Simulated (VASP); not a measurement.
# SiC (P6_3mc) in VASP: notebook

The runs below take SiC through single point, with PBE.

All numbers are computed with VASP 6.6.1; they aren't measurements. Logs are shortened: lines on timing, memory, paths and dates and some standing lists are left out, and cuts for length are marked.

## Step 1: The cell of the first run

The structure is hexagonal, space group P6_3mc (No. 186). The conventional cell has a = 3.039 Å, b = 3.039 Å, c = 5.253 Å, α = 90.00°, β = 90.00°, γ = 120.00°. Si (site symmetry 3m) has 4 C at 1.85 to 2.05 Å within 2.4 Å. C (site symmetry 3m) has 4 Si at 1.85 to 2.05 Å within 2.4 Å.

## Step 2: Single point, PBE

File INCAR:

```
ALGO = Normal
EDIFF = 1E-7
ENCUT = 520
GGA = PE
ISIF = 2
ISMEAR = 0
LASPH = T
LCHARG = F
LREAL = F
LWAVE = F
NBANDS = 16
NELM = 100
PREC = Accurate
SIGMA = 0.05
```

File KPOINTS:

```
k-points
0
Gamma
  12 12 6
```

File POSCAR:

```
SiC
1.0
    3.0389289587      0.0000000000      0.0000000000
   -1.5194644794      2.6317896786      0.0000000000
    0.0000000000      0.0000000000      5.2527887052
Si C
2 2
Direct
    0.3333333333      0.6666666667      0.0045639005
    0.6666666667      0.3333333333      0.5045639005
    0.3333333333      0.6666666667      0.3953555939
    0.6666666667      0.3333333333      0.8953555939
```

Potentials or basis: VASP PAW PBE potentials, release 64 (Si, C).

Run with:

```console
cat potpaw_PBE.64/Si/POTCAR potpaw_PBE.64/C/POTCAR > POTCAR
mpirun -np 1 vasp_std > vasp.out
```

OUTCAR:

```text
EDIFF = 1E-7
   ENCUT = 520
   GGA = PE
   ISIF = 2
   ISMEAR = 0
   LASPH = T
   LREAL = F
   NELM = 100
   PREC = Accurate

 ion  position               nearest neighbor table
   1  0.333  0.667  0.005-   4 1.85   4 1.85   4 1.85   3 2.05
   2  0.667  0.333  0.505-   3 1.85   3 1.85   3 1.85   4 2.05
   3  0.333  0.667  0.395-   2 1.85   2 1.85   2 1.85   1 2.05
   4  0.667  0.333  0.895-   1 1.85   1 1.85   1 1.85   2 2.05

  LATTYP: Found a hexagonal cell.
 ALAT       =     3.0389289587
 C/A-ratio  =     1.7285000000

  Lattice vectors:

 A1 = (   3.0389289587,   0.0000000000,   0.0000000000)
 A2 = (  -1.5194644794,   2.6317896786,   0.0000000000)
 A3 = (   0.0000000000,   0.0000000000,   5.2527887052)

Analysis of symmetry for initial positions (statically):
=====================================================================
 Subroutine PRICEL returns:
 Original cell was already a primitive cell.

 Routine SETGRP: Setting up the symmetry group for a
 hexagonal supercell.

 Subroutine GETGRP returns: Found 12 space group operations
 (whereof  6 operations were pure point group operations)
 out of a pool of 24 trial point group operations.

The static configuration has the point symmetry C_3v.
 The point group associated with its full space group is C_6v.

Analysis of symmetry for dynamics (positions and initial velocities):
=====================================================================
 Subroutine PRICEL returns:
 Original cell was already a primitive cell.

 Routine SETGRP: Setting up the symmetry group for a
 hexagonal supercell.

 Subroutine GETGRP returns: Found 12 space group operations
 (whereof  6 operations were pure point group operations)
 out of a pool of 24 trial point group operations.

The dynamic configuration has the point symmetry C_3v.
 The point group associated with its full space group is C_6v.

 Subroutine INISYM returns: Found 12 space group operations
 (whereof  6 operations are pure point group operations),
 and found     1 'primitive' translations

----------------------------------------------------------------------------------------

                                     Primitive cell

  volume of cell :      42.0109

  direct lattice vectors                    reciprocal lattice vectors
     3.038928959  0.000000000  0.000000000     0.329063303  0.189984786  0.000000000
    -1.519464479  2.631789679  0.000000000     0.000000000  0.379969573  0.000000000
     0.000000000  0.000000000  5.252788705     0.000000000  0.000000000  0.190375067

  length of vectors
     3.038928959  3.038928959  5.252788705     0.379969573  0.379969573  0.190375067

  position of ions in fractional coordinates (direct lattice)
     0.333333333  0.666666667  0.004563901
     0.666666667  0.333333333  0.504563901
     0.333333333  0.666666667  0.395355594
     0.666666667  0.333333333  0.895355594

  ion indices of the primitive-cell ions
   primitive index   ion index
                 1           1
                 2           2
                 3           3
                 4           4

----------------------------------------------------------------------------------------

 KPOINTS: k-points

Automatic generation of k-mesh.
 Grid dimensions read from file:
 generate k-points for:   12   12    6

 Generating k-lattice:

  Cartesian coordinates                     Fractional coordinates (reciprocal lattice)
     0.027421942  0.015832066  0.000000000     0.083333333  0.000000000  0.000000000
     0.000000000  0.031664131  0.000000000     0.000000000  0.083333333  0.000000000
     0.000000000  0.000000000  0.031729178     0.000000000  0.000000000  0.166666667

  Length of vectors
     0.031664131  0.031664131  0.031729178

  Shift w.r.t. Gamma in fractional coordinates (k-lattice)
     0.000000000  0.000000000  0.000000000

 Subroutine IBZKPT returns following result:
 ===========================================

 Found     76 irreducible k-points:

 Following reciprocal coordinates:
            Coordinates               Weight
  0.000000  0.000000  0.000000      1.000000
  0.083333  0.000000  0.000000      6.000000
  0.166667  0.000000  0.000000      6.000000
  0.250000  0.000000  0.000000      6.000000
  0.333333  0.000000  0.000000      6.000000
  0.416667  0.000000  0.000000      6.000000
[... 16 lines left out ...]
  0.250000  0.000000  0.166667     12.000000
  0.333333  0.000000  0.166667     12.000000
 [... further k-points ...]
   k-points           NKPTS =     76   k-points in BZ     NKDIM =     76   number of bands    NBANDS=     16
   number of dos      NEDOS =    301   number of ions     NIONS =      4
   total plane-waves  NPLWV =  23040
   dimension x,y,z NGX =    24 NGY =   24 NGZ =   40
   dimension x,y,z NGXF=    48 NGYF=   48 NGZF=   80
   ions per type =               2   2
   NGX,Y,Z   is equivalent  to a cutoff of  13.13, 13.13, 12.66 a.u.
   NGXF,Y,Z  is equivalent  to a cutoff of  26.26, 26.26, 25.32 a.u.
 SYSTEM =  unknown system
   PREC   = accura    normal or accurate (medium, high low for compatibility)
   ISTART =      0    job   : 0-new  1-cont  2-samecut
   ICHARG =      2    charge: 1-file 2-atom 10-const
   ISPIN  =      1    spin polarized calculation?
   LNONCOLLINEAR =      F non collinear calculations
   LSORBIT =      F    spin-orbit coupling
   LASPH  =      T    aspherical Exc in radial PAW
   ENCUT  =  520.0 eV  38.22 Ry    6.18 a.u.   5.65  5.65  9.77*2*pi/ulx,y,z
   NELM   =    100;   NELMIN=  2; NELMDL= -5     # of ELM steps
   EDIFF  = 0.1E-06   stopping-criterion for ELM
   LREAL  =      F    real-space projection
   EDIFFG = 0.1E-05   stopping-criterion for IOM
   NSW    =      0    number of steps for IOM
   IBRION =     -1    ionic relax: 0-MD 1-quasi-New 2-CG
   NFREE  =      0    steps in history (QN), initial steepest desc. (CG)
   ISIF   =      2    stress and relaxation
   ISYM   =      2    0-nonsym 1-usesym 2-fastsym
   POTIM  = 0.5000    time-step for ionic-motion
   TEBEG  =    0.0;   TEEND  =   0.0 temperature during run
   PSTRESS=    0.0 pullay stress
   NELECT =      16.0000    total number of electrons
   NUPDOWN=      -1.0000    fix difference up-down
   EMIN   =  10.00;   EMAX   =-10.00  energy-range for DOS
   EFERMI =   0.00;   METHOD = LEGACY
   ISMEAR =     0;   SIGMA  =   0.05  broadening in eV -4-tet -1-fermi 0-gaus
   EFERMI_NEDOS =   21; number of points for ismear=-14 and -15
   IALGO  =     38    algorithm
   IMIX   =      4    mixing-type and parameters
     AMIX     =   0.40;   BMIX     =  1.00
     AMIX_MAG =   1.60;   BMIX_MAG =  1.00
  volume/ion in A,a.u.               =      10.50        70.88
  Fermi-wavevector in a.u.,A,eV,Ry     =   1.186664  2.242469 19.159321  1.408170
  Thomas-Fermi vector in A             =   2.322831
   LORBIT       =      0    0 simple, 1 ext, 2 COOP (PROOUT), +10 PAW based schemes
   GGA     = PE    functional components
   LHFCALC =     F    Hartree Fock is set to
   AEXX    =    0.0000 exact exchange contribution
   IVDW    =     0    specifies the selected vdW correction
   LEPSILON=     F    determine dielectric tensor
   LRPA    =     F    only Hartree local field effects (RPA)
 non-spin polarized calculation
 Gauss-broadening in eV      SIGMA  =   0.05
  energy-cutoff  :      520.00
  volume of cell :       42.01
 maximum number of plane-waves:      1152
 NGX is ok and might be reduce to    24

 number of electron      15.9999999 magnetization

 Free energy of the ion-electron system (eV)
  ---------------------------------------------------
  ext. energy  EPLUGINS =         0.00000000
  ---------------------------------------------------
  free energy    TOTEN  =       -29.85406048 eV

  energy without entropy =      -29.85406048  energy(sigma->0) =      -29.85406048

 E-fermi :   8.3170     XC(G=0): -11.2766

 val. band max:        8.1222453774   @ k =   0.0000   0.0000   0.0000
 cond. band min:      10.5947887787   @ k =   0.3333   0.3333   0.0000
 fundamental gap:      2.4725434013
 Fermi energy:         8.3169569478

 k-point     1 :       0.0000    0.0000    0.0000
  band No.  band energies     occupation
      1      -7.4018      2.00000
      2      -4.4279      2.00000
      3      -0.3184      2.00000
      4       6.8932      2.00000
      5       6.8932      2.00000
      6       7.8977      2.00000
[... 8 lines left out ...]
     15      16.8914      0.00000
     16      19.3237      0.00000

 k-point     2 :       0.0833    0.0000    0.0000
  band No.  band energies     occupation
      1      -7.2776      2.00000
      2      -4.3174      2.00000
      3      -0.2006      2.00000
      4       6.2265      2.00000
      5       6.6870      2.00000
      6       7.4190      2.00000
[... 8 lines left out ...]
     15      17.2179      0.00000
     16      18.7201      0.00000

 k-point     3 :       0.1667    0.0000    0.0000
  band No.  band energies     occupation
      1      -6.9082      2.00000
      2      -3.9927      2.00000
      3       0.1447      2.00000
      4       4.7379      2.00000
      5       6.2165      2.00000
      6       6.2614      2.00000
[... 8 lines left out ...]
     15      17.5639      0.00000
     16      17.9935      0.00000

 k-point     4 :       0.2500    0.0000    0.0000
  band No.  band energies     occupation
      1      -6.3048      2.00000
      2      -3.4817      2.00000
      3       0.6714      2.00000
      4       3.0685      2.00000
      5       4.8200      2.00000
      6       5.7009      2.00000
[... 8 lines left out ...]
     15      17.9382      0.00000
     16      18.9859      0.00000

 k-point     5 :       0.3333    0.0000    0.0000
  band No.  band energies     occupation
      1      -5.4951      2.00000
      2      -2.8723      2.00000
      3       0.9044      2.00000
      4       1.9977      2.00000
      5       3.3493      2.00000
      6       5.2720      2.00000
[... 8 lines left out ...]
     15      18.5710      0.00000
     16      19.7599      0.00000

 k-point     6 :       0.4167    0.0000    0.0000
  band No.  band energies     occupation
      1      -4.5640      2.00000
      2      -2.4856      2.00000
      3       0.1367      2.00000
      4       1.9966      2.00000
      5       2.6035      2.00000
      6       4.9951      2.00000
[... 8 lines left out ...]
     15      18.0396      0.00000
     16      20.1679      0.00000
[... 267 lines left out ...]
 k-point    21 :       0.0833    0.0000    0.1667
  band No.  band energies     occupation
      1      -7.1567      2.00000
      2      -4.7076      2.00000
      3       0.4047      2.00000
      4       6.2985      2.00000
      5       6.7518      2.00000
      6       7.0534      2.00000
[... 8 lines left out ...]
     15      17.0058      0.00000
     16      18.9106      0.00000

 k-point    22 :       0.1667    0.0000    0.1667
  band No.  band energies     occupation
      1      -6.7883      2.00000
      2      -4.3725      2.00000
      3       0.7263      2.00000
      4       4.8349      2.00000
      5       6.0161      2.00000
      6       6.2898      2.00000
[... 8 lines left out ...]
     15      17.8438      0.00000
     16      18.2228      0.00000

 k-point    23 :       0.2500    0.0000    0.1667
  band No.  band energies     occupation
      1      -6.1869      2.00000
      2      -3.8395      2.00000
      3       1.1728      2.00000
      4       3.2272      2.00000
      5       4.5606      2.00000
      6       5.7807      2.00000
[... 8 lines left out ...]
     15      18.3640      0.00000
     16      18.9133      0.00000

 k-point    24 :       0.3333    0.0000    0.1667
  band No.  band energies     occupation
      1      -5.3809      2.00000
      2      -3.1803      2.00000
      3       0.9938      2.00000
      4       2.4975      2.00000
      5       3.0756      2.00000
      6       5.3557      2.00000
[... 8 lines left out ...]
     15      18.8456      0.00000
     16      20.1620      0.00000

 [... further k-points ...]

------------------------ aborting loop because EDIFF is reached ----------------------------------------

  FORCE on cell =-STRESS in cart. coord.  units (eV):
  Direction    XX          YY          ZZ          XY          YZ          ZX
  --------------------------------------------------------------------------------------
  -------------------------------------------------------------------------------------
  Total        3.4490334      3.4490334     -4.4401255     -0.0000000      0.0000000      0.0000000
  in kB      131.5365127    131.5365127   -169.3340021     -0.0000000      0.0000000      0.0000000
  external PRESSURE =      31.2463411 kB  Pullay stress =       0.0000000 kB

 VOLUME and BASIS-vectors are now :
 -----------------------------------------------------------------------------
  energy-cutoff  :      520.00
  volume of cell :       42.01
      direct lattice vectors                 reciprocal lattice vectors
     3.038928959  0.000000000  0.000000000     0.329063303  0.189984786  0.000000000
    -1.519464479  2.631789679  0.000000000     0.000000000  0.379969573  0.000000000
     0.000000000  0.000000000  5.252788705     0.000000000  0.000000000  0.190375067

 POSITION                                       TOTAL-FORCE (eV/Angst)
 -----------------------------------------------------------------------------------
     -0.00000      1.75453      0.02397        -0.000000      0.000000      1.289347
      1.51946      0.87726      2.65037         0.000000     -0.000000      1.289347
     -0.00000      1.75453      2.07672        -0.000000      0.000000     -1.289347
      1.51946      0.87726      4.70311         0.000000     -0.000000     -1.289347
 -----------------------------------------------------------------------------------
    total drift:                                0.000000      0.000000     -0.000242

  FREE ENERGIE OF THE ION-ELECTRON SYSTEM (eV)
  ---------------------------------------------------
  free  energy   TOTEN  =       -29.8540604842 eV

  energy  without entropy=      -29.8540604842  energy(sigma->0) =      -29.85406048
```

Run time: 50 s. Hardware: 1 thread of Intel Xeon 8259CL, shared host; peak memory 0.18 GiB.

What came out:

```
Free energy            : -29.8541 eV
Pressure               : 3.1 GPa
Largest force          : 1.289 eV/Å
Band gap on the k mesh : 2.47 eV (least direct gap 4.60 eV)
```

Forces on the atoms (eV/Å):
```
Si   0.000  0.000  1.289
Si   0.000  0.000  1.289
C    0.000  0.000 -1.289
C    0.000  0.000 -1.289
```

Caveat: the cell stands under pressure; forces of over 1 eV/Å act on the atoms, so gaps and moduli don't describe the material at rest. A k mesh can miss the band edges.

## Step 3: Single point, PBE

File INCAR:

```
ALGO = Normal ; EDIFF = 1E-6
ENCUT = 520 ; GGA = PE
ISIF = 2 ; ISMEAR = 0
LASPH = T ; LCHARG = F
LREAL = F ; LWAVE = F
NBANDS = 16 ; NELM = 80
PREC = Accurate ; SIGMA = 0.05
```

KPOINTS is that of step 2.

File POSCAR:

```
SiC
1.0
    3.0650400263      0.0000000000      0.0000000000
   -1.5325200132      2.6544025264      0.0000000000
    0.0000000000      0.0000000000      5.1636729323
Si C
2 2
Direct
    0.3333333333      0.6666666667      0.0045639005
    0.6666666667      0.3333333333      0.5045639005
    0.3333333333      0.6666666667      0.3506168194
    0.6666666667      0.3333333333      0.8506168194
```

Potentials or basis: VASP PAW PBE potentials, release 64 (Si, C).

Run with:

```console
cat potpaw_PBE.64/Si/POTCAR potpaw_PBE.64/C/POTCAR > POTCAR
mpirun -np 1 vasp_std > vasp.out
```

Run time: 48 s. Hardware: 1 thread of Intel Xeon 8259CL, shared host; peak memory 0.18 GiB.

The run converged. Its results:

| Quantity | Value |
| --- | --- |
| Free energy | -29.6803 eV |
| Pressure | 1.2 GPa |
| Largest force | 3.094 eV/Å |
| Band gap on the k mesh | 1.08 eV (least direct gap 3.80 eV) |

Forces in eV/Å, atoms in the order of the input:
```
Si   0.000  0.000 -3.094
Si   0.000  0.000 -3.094
C    0.000  0.000  3.094
C    0.000  0.000  3.094
```

Stress tensor (GPa, compression positive):
```
-0.15  0.00  0.00
 0.00 -0.15  0.00
 0.00  0.00  3.80
```

Levels at points of the mesh, in eV from the valence-band top:
| k point | band 5 | band 6 | band 7 | band 8 | band 9 | band 10 | band 11 | band 12 |
| --- | --- | --- | --- | --- | --- | --- | --- | --- |
| (0.00, 0.00, 0.00) | -1.31 | -1.31 | 0.00 | 0.00 | 4.75 | 5.19 | 6.36 | 6.36 |
| (0.50, 0.00, 0.00) | -6.29 | -4.27 | -3.36 | -1.18 | 2.62 | 3.09 | 5.96 | 6.28 |
| (0.00, 0.00, 0.50) | -0.71 | -0.71 | -0.71 | -0.71 | 5.76 | 5.76 | 7.10 | 7.10 |
| (0.50, 0.00, 0.50) | -3.28 | -3.28 | -2.48 | -2.48 | 2.53 | 2.53 | 4.98 | 4.98 |

Caveat: forces of over 1 eV/Å act on the atoms, so gaps and moduli don't describe the material at rest. A k mesh can miss the band edges.

## Step 4: Single point, PBE

This run uses another cell than the first one, of the same volume but with other edges.

File INCAR:

```
ALGO = Normal
EDIFF = 1E-6
ENCUT = 520
GGA = PE
ISIF = 2
ISMEAR = 0
LASPH = T
LCHARG = F
LREAL = F
LWAVE = F
NBANDS = 16
NELM = 80
PREC = Accurate
SIGMA = 0.05
```

KPOINTS is that of step 3.

File POSCAR:

```
SiC
1.0
    3.1490718908      0.0000000000      0.0000000000
   -1.5745359454      2.7271762558      0.0000000000
    0.0000000000      0.0000000000      4.8917682752
Si C
2 2
Direct
    0.3333333333      0.6666666667      0.0045639005
    0.6666666667      0.3333333333      0.5045639005
    0.3333333333      0.6666666667      0.4251748739
    0.6666666667      0.3333333333      0.9251748739
```

Run with:

```console
cat potpaw_PBE.64/Si/POTCAR potpaw_PBE.64/C/POTCAR > POTCAR
mpirun -np 1 vasp_std > vasp.out
```

Run time: 43 s. Hardware: 1 thread of Intel Xeon 8259CL, shared host; peak memory 0.18 GiB.

Results (log left out):

- Free energy: -29.5131 eV
- Pressure: -0.4 GPa
- Largest force: 2.084 eV/Å
- Band gap on the k mesh: 0.87 eV (least direct gap 2.38 eV)

Forces in eV/Å, atoms in the order of the input:
```
Si   0.000  0.000  2.084
Si   0.000  0.000  2.084
C    0.000  0.000 -2.084
C    0.000  0.000 -2.084
```

Stress tensor (GPa, compression positive):
```
-2.77  0.00  0.00
 0.00 -2.77  0.00
 0.00  0.00  4.43
```

Levels at points of the mesh, in eV from the valence-band top:
| k point | band 6 | band 7 | band 8 | band 9 | band 10 | band 11 |
| --- | --- | --- | --- | --- | --- | --- |
| (0.00, 0.00, 0.00) | -1.80 | -1.80 | 0.00 | 2.38 | 4.80 | 4.80 |
| (0.50, 0.00, 0.00) | -5.11 | -3.86 | -2.90 | 0.87 | 3.65 | 5.56 |
| (0.00, 0.00, 0.50) | -2.58 | -2.58 | -2.58 | 3.70 | 3.70 | 5.47 |
| (0.50, 0.00, 0.50) | -4.19 | -2.71 | -2.71 | 2.13 | 2.13 | 3.59 |

Caveat: forces of over 1 eV/Å act on the atoms, so gaps and moduli don't describe the material at rest. A k mesh can miss the band edges.

(Part 1 of 2 ends here.)
